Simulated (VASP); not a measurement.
# Co (Pm-3m) in VASP: a series of runs

Co is run at these levels: r2SCAN; tasks: single point, relaxation of cell and atoms.

All numbers are computed with VASP 6.6.1; they aren't measurements. Logs are shortened: lines on timing, memory, paths and dates and some standing lists are left out, and cuts for length are marked.

## Step 1: The cell of the first run

It takes space group Pm-3m (No. 221, cubic). Conventional cell: a = 2.311 Å, b = 2.311 Å, c = 2.311 Å, α = 90.00°, β = 90.00°, γ = 90.00°. Within 3.1 Å of Co (site symmetry m-3m) lie 6 Co at 2.31 Å.

## Step 2: Single point, r2SCAN (volume scaled by 1.08)

Input file POSCAR:

```
Co
1.0
    2.3106976959      0.0000000000      0.0000000000
    0.0000000000      2.3106976959      0.0000000000
    0.0000000000      0.0000000000      2.3106976959
Co
1
Direct
    0.0000000000      0.0000000000      0.0000000000
```

Input file INCAR.step1:

```
SYSTEM = Co
PREC = Accurate
ENCUT = 520
ISMEAR = -1
SIGMA = 0.1
LREAL = .False.
LASPH = .True.
NELM = 60
NBANDS = 10
GGA = PE
ALGO = Normal
EDIFF = 1E-4
LWAVE = .True.
LCHARG = .False.
```

Input file INCAR.step2:

```
SYSTEM = Co
PREC = Accurate
ENCUT = 520
EDIFF = 1E-7
ISMEAR = -1
SIGMA = 0.1
LREAL = .False.
LASPH = .True.
NELM = 60
ALGO = Normal
ISIF = 2
LWAVE = .False.
LCHARG = .True.
METAGGA = R2SCAN
LMIXTAU = .True.
LELF = .True.
LVHAR = .True.
NBANDS = 10
ISTART = 1
```

Input file KPOINTS:

```
Automatic mesh
0
Gamma
  16 16 16
  0 0 0
```

Potentials or basis: VASP PAW PBE potentials, release 64 (Co).

Started as:

```
cat potpaw_PBE.64/Co/POTCAR > POTCAR
cp INCAR.step1 INCAR
mpirun -np 1 vasp_std > vasp.out
cp INCAR.step2 INCAR
mpirun -np 1 vasp_std > vasp.out
```

OUTCAR:

```text
SYSTEM = Co
   PREC = Accurate
   ENCUT = 520
   EDIFF = 1E-7
   ISMEAR = -1
   LREAL = .False.
   LASPH = .True.
   NELM = 60
   ISIF = 2
   METAGGA = R2SCAN
   ISTART = 1

 ion  position               nearest neighbor table
   1  0.000  0.000  0.000-

  LATTYP: Found a simple cubic cell.
 ALAT       =     2.3106976959

  Lattice vectors:

 A1 = (   2.3106976959,   0.0000000000,   0.0000000000)
 A2 = (   0.0000000000,   2.3106976959,   0.0000000000)
 A3 = (   0.0000000000,   0.0000000000,   2.3106976959)

Analysis of symmetry for initial positions (statically):
=====================================================================
 Subroutine PRICEL returns:
 Original cell was already a primitive cell.

 Routine SETGRP: Setting up the symmetry group for a
 simple cubic supercell.

 Subroutine GETGRP returns: Found 48 space group operations
 (whereof 48 operations were pure point group operations)
 out of a pool of 48 trial point group operations.

The static configuration has the point symmetry O_h .

Analysis of symmetry for dynamics (positions and initial velocities):
=====================================================================
 Subroutine PRICEL returns:
 Original cell was already a primitive cell.

 Routine SETGRP: Setting up the symmetry group for a
 simple cubic supercell.

 Subroutine GETGRP returns: Found 48 space group operations
 (whereof 48 operations were pure point group operations)
 out of a pool of 48 trial point group operations.

The dynamic configuration has the point symmetry O_h .

 Subroutine INISYM returns: Found 48 space group operations
 (whereof 48 operations are pure point group operations),
 and found     1 'primitive' translations

----------------------------------------------------------------------------------------

                                     Primitive cell

  volume of cell :      12.3376

  direct lattice vectors                    reciprocal lattice vectors
     2.310697696  0.000000000  0.000000000     0.432769722  0.000000000  0.000000000
     0.000000000  2.310697696  0.000000000     0.000000000  0.432769722  0.000000000
     0.000000000  0.000000000  2.310697696     0.000000000  0.000000000  0.432769722

  length of vectors
     2.310697696  2.310697696  2.310697696     0.432769722  0.432769722  0.432769722

  position of ions in fractional coordinates (direct lattice)
     0.000000000  0.000000000  0.000000000

  ion indices of the primitive-cell ions
   primitive index   ion index
                 1           1

----------------------------------------------------------------------------------------

 KPOINTS: Automatic mesh

Automatic generation of k-mesh.
 Grid dimensions read from file:
 generate k-points for:   16   16   16

 Generating k-lattice:

  Cartesian coordinates                     Fractional coordinates (reciprocal lattice)
     0.027048108  0.000000000  0.000000000     0.062500000  0.000000000  0.000000000
     0.000000000  0.027048108  0.000000000     0.000000000  0.062500000  0.000000000
     0.000000000  0.000000000  0.027048108     0.000000000  0.000000000  0.062500000

  Length of vectors
     0.027048108  0.027048108  0.027048108

  Shift w.r.t. Gamma in fractional coordinates (k-lattice)
     0.000000000  0.000000000  0.000000000

 Subroutine IBZKPT returns following result:
 ===========================================

 Found    165 irreducible k-points:

 Following reciprocal coordinates:
            Coordinates               Weight
  0.000000  0.000000  0.000000      1.000000
  0.062500  0.000000  0.000000      6.000000
  0.125000  0.000000  0.000000      6.000000
  0.187500  0.000000  0.000000      6.000000
  0.250000  0.000000  0.000000      6.000000
  0.312500  0.000000  0.000000      6.000000
[... 16 lines left out ...]
  0.437500  0.125000  0.000000     24.000000
  0.500000  0.125000  0.000000     12.000000
 [... further k-points ...]
   k-points           NKPTS =    165   k-points in BZ     NKDIM =    165   number of bands    NBANDS=     10
   number of dos      NEDOS =    301   number of ions     NIONS =      1
   total plane-waves  NPLWV =   5832
   dimension x,y,z NGX =    18 NGY =   18 NGZ =   18
   dimension x,y,z NGXF=    36 NGYF=   36 NGZF=   36
   ions per type =               1
   NGX,Y,Z   is equivalent  to a cutoff of  12.95, 12.95, 12.95 a.u.
   NGXF,Y,Z  is equivalent  to a cutoff of  25.90, 25.90, 25.90 a.u.
 SYSTEM =  Co
   PREC   = accura    normal or accurate (medium, high low for compatibility)
   ISTART =      1    job   : 0-new  1-cont  2-samecut
   ICHARG =      0    charge: 1-file 2-atom 10-const
   ISPIN  =      1    spin polarized calculation?
   LNONCOLLINEAR =      F non collinear calculations
   LSORBIT =      F    spin-orbit coupling
   LASPH  =      T    aspherical Exc in radial PAW
   ENCUT  =  520.0 eV  38.22 Ry    6.18 a.u.   4.30  4.30  4.30*2*pi/ulx,y,z
   NELM   =     60;   NELMIN=  2; NELMDL=  0     # of ELM steps
   EDIFF  = 0.1E-06   stopping-criterion for ELM
   LREAL  =      F    real-space projection
   EDIFFG = 0.1E-05   stopping-criterion for IOM
   NSW    =      0    number of steps for IOM
   IBRION =     -1    ionic relax: 0-MD 1-quasi-New 2-CG
   NFREE  =      0    steps in history (QN), initial steepest desc. (CG)
   ISIF   =      2    stress and relaxation
   ISYM   =      2    0-nonsym 1-usesym 2-fastsym
   POTIM  = 0.5000    time-step for ionic-motion
   TEBEG  =    0.0;   TEEND  =   0.0 temperature during run
   PSTRESS=    0.0 pullay stress
   NELECT =       9.0000    total number of electrons
   NUPDOWN=      -1.0000    fix difference up-down
   EMIN   =  10.00;   EMAX   =-10.00  energy-range for DOS
   EFERMI =   0.00;   METHOD = LEGACY
   ISMEAR =    -1;   SIGMA  =   0.10  broadening in eV -4-tet -1-fermi 0-gaus
   EFERMI_NEDOS =   21; number of points for ismear=-14 and -15
   IALGO  =     38    algorithm
   IMIX   =      4    mixing-type and parameters
     AMIX     =   0.40;   BMIX     =  1.00
     AMIX_MAG =   1.60;   BMIX_MAG =  1.00
  volume/ion in A,a.u.               =      12.34        83.26
  Fermi-wavevector in a.u.,A,eV,Ry     =   1.473712  2.784911 29.549490  2.171826
  Thomas-Fermi vector in A             =   2.588571
   LORBIT       =      0    0 simple, 1 ext, 2 COOP (PROOUT), +10 PAW based schemes
   METAGGA = R2SCAN    functional components
   LHFCALC =     F    Hartree Fock is set to
   AEXX    =    0.0000 exact exchange contribution
   IVDW    =     0    specifies the selected vdW correction
   LEPSILON=     F    determine dielectric tensor
   LRPA    =     F    only Hartree local field effects (RPA)
 non-spin polarized calculation
  energy-cutoff  :      520.00
  volume of cell :       12.34
 maximum number of plane-waves:       344
 NGX is ok and might be reduce to    18
   NGX =  9   NGY =  9   NGZ =  9

 number of electron       9.0000012 magnetization

 Free energy of the ion-electron system (eV)
  ---------------------------------------------------
  ext. energy  EPLUGINS =         0.00000000
  ---------------------------------------------------
  free energy    TOTEN  =       -11.83503862 eV

  energy without entropy =      -11.73769376  energy(sigma->0) =      -11.78636619

 E-fermi :   8.3333     XC(G=0): -13.5307

 val. band max:        8.3332168676   @ k =   0.5000   0.5000   0.3125
 cond. band min:       8.3360138586   @ k =   0.1875   0.0625   0.0625
 fundamental gap:      0.0027969910
 Fermi energy:         8.3333442311

 k-point     1 :       0.0000    0.0000    0.0000
  band No.  band energies     occupation
      1       0.0479      2.00000
      2       4.7907      2.00000
      3       4.7907      2.00000
      4       8.7989      0.01884
      5       8.7989      0.01884
      6       8.7989      0.01884
      7      29.2424      0.00000
      8      29.2424      0.00000
      9      29.2424      0.00000
     10      32.8808      0.00000

 k-point     2 :       0.0625    0.0000    0.0000
  band No.  band energies     occupation
      1       0.1719      2.00000
      2       4.8104      2.00000
      3       4.8531      2.00000
      4       8.7457      0.03187
      5       8.7457      0.03187
      6       8.8031      0.01807
      7      27.5718      0.00000
      8      29.4123      0.00000
      9      29.4123      0.00000
     10      32.8951      0.00000

 k-point     3 :       0.1250    0.0000    0.0000
  band No.  band energies     occupation
      1       0.5370      2.00000
      2       4.8667      2.00000
      3       5.0348      2.00000
      4       8.5965      0.13430
      5       8.5965      0.13430
      6       8.8151      0.01605
      7      24.8545      0.00000
      8      29.9119      0.00000
      9      29.9119      0.00000
     10      32.9379      0.00000

 k-point     4 :       0.1875    0.0000    0.0000
  band No.  band energies     occupation
      1       1.1216      2.00000
      2       4.9520      2.00000
      3       5.3206      2.00000
      4       8.3796      0.77292
      5       8.3796      0.77292
      6       8.8330      0.01343
      7      22.1219      0.00000
      8      30.7146      0.00000
      9      30.7146      0.00000
     10      33.0091      0.00000

 k-point     5 :       0.2500    0.0000    0.0000
  band No.  band energies     occupation
      1       1.8851      2.00000
      2       5.0541      2.00000
      3       5.6877      2.00000
      4       8.1327      1.76295
      5       8.1327      1.76295
      6       8.8543      0.01087
      7      19.5481      0.00000
      8      31.7842      0.00000
      9      31.7842      0.00000
     10      33.1067      0.00000

 k-point     6 :       0.3125    0.0000    0.0000
  band No.  band energies     occupation
      1       2.7561      2.00000
      2       5.1579      2.00000
      3       6.1121      2.00000
      4       7.8947      1.97542
      5       7.8947      1.97542
      6       8.8756      0.00879
      7      17.2137      0.00000
      8      33.0815      0.00000
      9      33.0815      0.00000
     10      33.2239      0.00000
[... 183 lines left out ...]
 k-point    21 :       0.3125    0.1250    0.0000
  band No.  band energies     occupation
      1       3.1497      2.00000
      2       5.3502      2.00000
      3       6.1423      2.00000
      4       7.8927      1.97589
      5       7.9253      1.96677
      6       8.6942      0.05276
      7      17.5889      0.00000
      8      27.8414      0.00000
      9      33.6980      0.00000
     10      34.7688      0.00000

 k-point    22 :       0.3750    0.1250    0.0000
  band No.  band energies     occupation
      1       3.9627      2.00000
      2       5.4527      2.00000
      3       6.2593      2.00000
      4       7.7337      1.99504
      5       8.1358      1.75635
      6       8.7156      0.04279
      7      15.5151      0.00000
      8      28.9264      0.00000
      9      34.8020      0.00000
     10      35.1723      0.00000

 k-point    23 :       0.4375    0.1250    0.0000
  band No.  band energies     occupation
      1       4.6034      2.00000
      2       5.5461      2.00000
      3       6.1447      2.00000
      4       7.6085      1.99858
      5       8.6704      0.06648
      6       8.7301      0.03715
      7      13.9051      0.00000
      8      30.0479      0.00000
      9      33.8552      0.00000
     10      35.5098      0.00000

 k-point    24 :       0.5000    0.1250    0.0000
  band No.  band energies     occupation
      1       4.8641      2.00000
      2       5.6117      2.00000
      3       6.0223      2.00000
      4       7.5651      1.99908
      5       8.7352      0.03534
      6       9.0055      0.00241
      7      13.2186      0.00000
      8      30.7184      0.00000
      9      33.0906      0.00000
     10      35.5290      0.00000

 [... further k-points ...]
[... 5 lines left out ...]
  --------------------------------------------------------------------------------------
  -------------------------------------------------------------------------------------
  Total       -0.9878377     -0.9878377     -0.9878377      0.0000000     -0.0000000      0.0000000
  in kB     -128.2823153   -128.2823153   -128.2823153      0.0000000     -0.0000000      0.0000000
  external PRESSURE =    -128.2823153 kB  Pullay stress =       0.0000000 kB

 VOLUME and BASIS-vectors are now :
 -----------------------------------------------------------------------------
  energy-cutoff  :      520.00
  volume of cell :       12.34
      direct lattice vectors                 reciprocal lattice vectors
     2.310697696  0.000000000  0.000000000     0.432769722  0.000000000  0.000000000
     0.000000000  2.310697696  0.000000000     0.000000000  0.432769722  0.000000000
     0.000000000  0.000000000  2.310697696     0.000000000  0.000000000  0.432769722

 POSITION                                       TOTAL-FORCE (eV/Angst)
 -----------------------------------------------------------------------------------
      0.00000      0.00000      0.00000         0.000000      0.000000      0.000000
 -----------------------------------------------------------------------------------
    total drift:                                0.000000      0.000000     -0.000000

  FREE ENERGIE OF THE ION-ELECTRON SYSTEM (eV)
  ---------------------------------------------------
  free  energy   TOTEN  =       -11.8350386187 eV

  energy  without entropy=      -11.7376937619  energy(sigma->0) =      -11.78636619
```

Wall time 84 s (1 thread of AMD EPYC 7R13 (Zen 3), shared host); peak memory 0.1 GiB.

What came out:

| Property | Result |
| --- | --- |
| Free energy | -11.8350 eV |
| Pressure | -12.8 GPa |

Levels at points of the mesh, in eV from the Fermi level:
```csv
k point,band 1,band 2,band 3,band 4,band 5,band 6,band 7,band 8,band 9
"(0.00, 0.00, 0.00)",-8.29,-3.54,-3.54,0.47,0.47,0.47,20.91,20.91,20.91
"(0.50, 0.00, 0.00)",-3.85,-3.00,-1.09,-0.81,-0.81,0.58,4.83,25.14,28.17
"(0.50, 0.50, 0.00)",-4.31,-2.56,-0.54,-0.54,1.34,5.71,5.71,12.19,13.20
"(0.50, 0.50, 0.50)",-3.16,-3.16,-3.16,1.41,1.41,13.04,13.04,13.04,14.23
```

Caveat: the cell differs from its parent crystal (volume scaled by 1.08); the PAW data sets were made with another functional, which shifts forces and pressure a little; the run has no spin polarisation, though such a crystal can be magnetic. Spin polarisation is off, so any magnetic state and its effect on volume and gap are missing.

## Step 3: Single point, r2SCAN (volume scaled by 1.12)

Input file POSCAR:

```
Co
1.0
    2.3388797136      0.0000000000      0.0000000000
    0.0000000000      2.3388797136      0.0000000000
    0.0000000000      0.0000000000      2.3388797136
Co
1
Direct
    0.0000000000      0.0000000000      0.0000000000
```

Input file INCAR.step1:

```
SYSTEM = Co
PREC = Accurate ; ENCUT = 520
ISMEAR = -1 ; SIGMA = 0.1
LREAL = .FALSE. ; LASPH = .TRUE.
NELM = 60 ; NBANDS = 10
GGA = PE ; ALGO = Normal
EDIFF = 1E-4 ; LWAVE = .TRUE.
LCHARG = .FALSE.
```

Input file INCAR.step2:

```
SYSTEM = Co
PREC = Accurate ; ENCUT = 520
EDIFF = 1E-6 ; ISMEAR = -1
SIGMA = 0.1 ; LREAL = .FALSE.
LASPH = .TRUE. ; NELM = 60
ALGO = Normal ; ISIF = 2
LWAVE = .FALSE. ; LCHARG = .TRUE.
METAGGA = R2SCAN ; LMIXTAU = .TRUE.
LELF = .TRUE. ; LVHAR = .TRUE.
NBANDS = 10 ; ISTART = 1
```

Input file KPOINTS:

```
regular mesh
0
G
  16 16 16
  0 0 0
```

Potentials or basis: VASP PAW PBE potentials, release 64 (Co).

Started as:

```
cat potpaw_PBE.64/Co/POTCAR > POTCAR
cp INCAR.step1 INCAR
mpirun -np 1 vasp_std > vasp.out
cp INCAR.step2 INCAR
mpirun -np 1 vasp_std > vasp.out
```

Wall time 68 s (1 thread of AMD EPYC 7R13 (Zen 3), shared host); peak memory 0.1 GiB.

It converged, with:

- Free energy: -11.7915 eV
- Pressure: -17.5 GPa

Levels at points of the mesh, in eV from the Fermi level:
| k point | band 2 | band 3 | band 4 | band 5 | band 6 | band 7 |
| --- | --- | --- | --- | --- | --- | --- |
| (0.00, 0.00, 0.00) | -3.37 | -3.37 | 0.44 | 0.44 | 0.44 | 20.45 |
| (0.50, 0.00, 0.00) | -2.86 | -0.99 | -0.76 | -0.76 | 0.54 | 4.62 |
| (0.50, 0.50, 0.00) | -2.45 | -0.52 | -0.52 | 1.27 | 5.59 | 5.59 |
| (0.50, 0.50, 0.50) | -2.99 | -2.99 | 1.33 | 1.33 | 12.65 | 12.65 |

Caveat: the cell differs from its parent crystal (volume scaled by 1.12); the PAW data sets were made with another functional, which shifts forces and pressure a little; the run has no spin polarisation, though such a crystal can be magnetic.

## Step 4: Single point, r2SCAN

This run uses another cell than the first one, of 11.42 Å³/atom, 0.926 times its volume.

Input file POSCAR:

```
Co
1.0
    2.2521736835      0.0000000000      0.0000000000
    0.0000000000      2.2521736835      0.0000000000
    0.0000000000      0.0000000000      2.2521736835
Co
1
Direct
    0.0000000000      0.0000000000      0.0000000000
```

Input file INCAR.step1:

```
ALGO = Normal ; EDIFF = 1E-4
ENCUT = 520 ; GGA = PE
ISMEAR = -1 ; LASPH = True
LCHARG = False ; LREAL = False
LWAVE = True ; NBANDS = 10
NELM = 80 ; PREC = Accurate
SIGMA = 0.1
```

Input file INCAR.step2:

```
ALGO = Normal ; EDIFF = 1E-6
ENCUT = 520 ; ISIF = 2
ISMEAR = -1 ; ISTART = 1
LASPH = True ; LCHARG = False
LMIXTAU = True ; LREAL = False
LWAVE = False ; METAGGA = R2SCAN
NBANDS = 10 ; NELM = 80
PREC = Accurate ; SIGMA = 0.1
```

Input file KPOINTS:

```
k-points
0
Gamma
  23 23 23
```

Started as:

```
cat potpaw_PBE.64/Co/POTCAR > POTCAR
cp INCAR.step1 INCAR
mpirun -np 1 vasp_std > vasp.out
cp INCAR.step2 INCAR
mpirun -np 1 vasp_std > vasp.out
```

It took 2.6 min on 1 thread of AMD EPYC 7R13 (Zen 3), shared host; peak memory 0.12 GiB.

The run converged. Its results:

```yaml
Free_energy: -11.8734 eV
Pressure: -0.3 GPa
```

Levels at points of the mesh, in eV from the Fermi level:
```csv
k point,band 2,band 3,band 4,band 5,band 6,band 7,band 8,band 9
"(0.00, 0.00, 0.00)",-3.94,-3.94,0.52,0.52,0.52,21.90,21.90,21.90
```

Caveat: the PAW data sets were made with another functional, which shifts forces and pressure a little; the run has no spin polarisation, though such a crystal can be magnetic.

(Part 1 of 2 ends here.)
